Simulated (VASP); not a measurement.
A run of VASP 6.6.1 is set up as follows.

Contents of POSCAR:

```
SrTe
1.0
    0.0000000000      3.3859559912      3.3859559912
    3.3859559912      0.0000000000      3.3859559912
    3.3859559912      3.3859559912      0.0000000000
Sr Te
1 1
Direct
    0.0000000000      0.0000000000      0.0000000000
    0.5000000000      0.5000000000      0.5000000000
```

File INCAR.step1:

```
SYSTEM = SrTe
  PREC = Accurate
  ENCUT = 550
  ISMEAR = 0
  SIGMA = 0.01
  LREAL = .FALSE.
  LASPH = .TRUE.
  NELM = 120
  NBANDS = 15
  GGA = PE
  ALGO = Normal
  EDIFF = 1E-5
  LWAVE = .TRUE.
  LCHARG = .FALSE.
  GGA_COMPAT = .FALSE.
```

File INCAR.step2:

```
SYSTEM = SrTe
  PREC = Accurate
  ENCUT = 550
  EDIFF = 1E-6
  ISMEAR = 0
  SIGMA = 0.01
  LREAL = .FALSE.
  LASPH = .TRUE.
  NELM = 120
  ALGO = Normal
  ISIF = 2
  LWAVE = .FALSE.
  LCHARG = .TRUE.
  METAGGA = R2SCAN
  LMIXTAU = .TRUE.
  LELF = .TRUE.
  LVHAR = .TRUE.
  NBANDS = 15
  ISTART = 1
  GGA_COMPAT = .FALSE.
```

The input KPOINTS:

```
Automatic mesh
0
G
  6 6 6
  0 0 0
```

Potentials or basis: VASP PAW PBE potentials, release 64 (Sr_sv, Te).

Launch:

```console
$ cat potpaw_PBE.64/Sr_sv/POTCAR potpaw_PBE.64/Te/POTCAR > POTCAR
$ cp INCAR.step1 INCAR
$ mpirun -np 1 vasp_std > vasp.out
$ cp INCAR.step2 INCAR
$ mpirun -np 1 vasp_std > vasp.out
```

Estimate the pressure.

-0.9 GPa.

Predict the band gap on the k mesh.

2.21 eV, indirect (least direct gap 2.94 eV).

Caveat: the PAW data sets were made with another functional, which shifts forces and pressure a little; spin-orbit coupling is left out, which moves the levels of the heavy elements. A k mesh can miss the band edges.
